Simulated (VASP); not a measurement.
Be, 2 atoms in the cell. It takes space group P6_3/mmc (No. 194, hexagonal). Conventional cell: a = 2.230 Å, b = 2.230 Å, c = 3.508 Å, α = 90.00°, β = 90.00°, γ = 120.00°. Within 2.9 Å of Be (site symmetry -6m2) lie 12 Be at 2.18 to 2.23 Å. 

* Program: VASP 6.6.1
* Task: single point
* Functional: LDA
* Potentials or basis: VASP PAW LDA potentials, release 64 (Be)
* Cutoff: 520 eV
* k mesh: 6 × 6 × 3
* Occupations: fermi-dirac, width 0.1 eV
* Spin: no spin polarisation
* Dipole correction: no
* Further INCAR settings: ALGO = Normal; EDIFF = 1e-07; NBANDS = 9

Potentials or basis: VASP PAW LDA potentials, release 64 (Be).

Command:

```bash
$ cat potpaw_LDA.64/Be/POTCAR > POTCAR
$ mpirun -np 1 vasp_std > vasp.out
```

Hardware: 1 thread of Intel(R) Xeon(R) Platinum 8259CL CPU @ 2.50GHz (Skylake/Cascade Lake) (shared host).

Q: How long does it take, and how much memory?

A: It took 2 s on 1 thread of Intel(R) Xeon(R) Platinum 8259CL CPU @ 2.50GHz (Skylake/Cascade Lake), with other jobs on the host, peak memory 0.11 GiB. Counts: scf iterations 10, k points 14.
